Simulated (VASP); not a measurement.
Pt, 1 atom in the cell. Symmetry: Im-3m, No. 229, cubic system. Conventional cell: a = 3.142 Å, b = 3.142 Å, c = 3.142 Å, α = 90.00°, β = 90.00°, γ = 90.00°. Pt (site symmetry m-3m) has 14 Pt at 2.72 to 3.14 Å within 3.6 Å. 

* Program: VASP 6.6.1
* Task: single point
* Functional: PBE
* Potentials or basis: VASP PAW PBE potentials, release 64 (Pt)
* Cutoff: 500 eV
* k mesh: 10 × 10 × 10
* Occupations: fermi-dirac, width 0.1 eV
* Spin: no spin polarisation
* Dipole correction: no
* Further INCAR settings: ALGO = Normal; EDIFF = 1e-06; NBANDS = 11

Potentials or basis: VASP PAW PBE potentials, release 64 (Pt).

Command:

```sh
$ cat potpaw_PBE.64/Pt/POTCAR > POTCAR
$ mpirun -np 1 vasp_std > vasp.out
```

Hardware: 1 thread of Intel(R) Xeon(R) Platinum 8488C (Sapphire Rapids), on a shared host.

Question: Estimate the wall time of this run.

Answer: Wall time 4.7 s on 1 thread of Intel(R) Xeon(R) Platinum 8488C (Sapphire Rapids) (shared host), peak memory 0.13 GiB. Counts: scf iterations 11, k points 47.
